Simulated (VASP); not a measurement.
H10CO6, 17 atoms in the cell. The cell holds an amorphous packing of atoms, 17 atoms: a = 5.677 Å, b = 5.677 Å, c = 5.677 Å, α = 90.00°, β = 90.00°, γ = 90.00°. 

```yaml
Program: VASP 6.6.1
Task: single point
Functional: PBE
Dispersion: D3(BJ)
Potentials_or_basis: VASP PAW PBE potentials, release 64 (O, H, C)
Cutoff: 520 eV
k_mesh: 1 × 1 × 1
Occupations: fermi-dirac, width 0.02 eV
Spin: no spin polarisation
Dipole_correction: no
Further_INCAR_settings: LREAL = Auto; ALGO = Normal; EDIFF = 1e-07; NBANDS = 39
```

Potentials or basis: VASP PAW PBE potentials, release 64 (O, H, C).

Run with:

```sh
$ cat potpaw_PBE.64/O/POTCAR potpaw_PBE.64/H/POTCAR potpaw_PBE.64/C/POTCAR > POTCAR
$ mpirun -np 1 vasp_gam > vasp.out
```

Hardware: 1 thread of Intel(R) Xeon(R) 6975P-C (Granite Rapids), with other jobs on the host.

Problem. How long does it take, and how much memory?

Solution. Run time: 9.7 s on 1 thread of Intel(R) Xeon(R) 6975P-C (Granite Rapids) (shared host), peak memory 0.25 GiB. Counts: scf iterations 16, k points 1.
